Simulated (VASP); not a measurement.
A run of VASP 6.6.1 is set up as follows.

Contents of INCAR:

```
SYSTEM = Ir
  ALGO = Normal
  EDIFF = 1E-6
  ENCUT = 560
  GGA = PS
  GGA_COMPAT = .FALSE.
  ISIF = 2
  ISMEAR = 0
  LASPH = .TRUE.
  LCHARG = .TRUE.
  LELF = .TRUE.
  LREAL = .FALSE.
  LVHAR = .TRUE.
  LWAVE = .FALSE.
  NBANDS = 24
  NELM = 120
  PREC = Accurate
  SIGMA = 0.1
```

The input KPOINTS:

```
k-points
0
G
  18 18 10
  0 0 0
```

POSCAR

```
Ir
1.0
    2.6624594891      0.0000000000      0.0000000000
   -1.3312297445      2.3057575541      0.0000000000
    0.0000000000      0.0000000000      4.3214845860
Ir
2
Direct
    0.6666666667      0.3333333333      0.7500000000
    0.3333333333      0.6666666667      0.2500000000
```

Potentials or basis: VASP PAW PBE potentials, release 64 (Ir_sv_GW).

Launch:

```sh
$ cat potpaw_PBE.64/Ir_sv_GW/POTCAR > POTCAR
$ mpirun -np 1 vasp_std > vasp.out
```

Task: What does it give for the band gap on the k mesh?

Result: Zero (bands 17 and 18 overlap by 3.75 eV).

Task: Predict the pressure.

Result: 25.8 GPa.

Caveat: the cell stands under pressure; the PAW data sets were made with another functional, which shifts forces and pressure a little; spin-orbit coupling is left out, which moves the levels of the heavy elements.
